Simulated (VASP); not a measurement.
Here is a VASP 6.6.1 calculation.

Contents of INCAR:

```
PREC = Accurate
ENCUT = 500
EDIFF = 1E-6
ISMEAR = -1
SIGMA = 0.1
LREAL = F
LASPH = T
NELM = 120
ALGO = Normal
ISIF = 2
LWAVE = F
LCHARG = F
GGA = PE
NBANDS = 11
GGA_COMPAT = F
```

KPOINTS

```
regular mesh
0
Gamma
  9 9 9
```

File POSCAR:

```
Pt
1.0
   -1.5810084679      1.5810084679      1.5810084679
    1.5810084679     -1.5810084679      1.5810084679
    1.5810084679      1.5810084679     -1.5810084679
Pt
1
Direct
    0.0000000000      0.0000000000      0.0000000000
```

Potentials or basis: VASP PAW PBE potentials, release 64 (Pt).

Run with:

```bash
$ cat potpaw_PBE.64/Pt/POTCAR > POTCAR
$ mpirun -np 1 vasp_std > vasp.out
```

Question: What does it give for the band gap on the k mesh?

Answer: Zero (bands 5 and 6 overlap by 1.77 eV).

Question: Predict the pressure.

Answer: -0.4 GPa.

Caveat: spin-orbit coupling is left out, which moves the levels of the heavy elements.
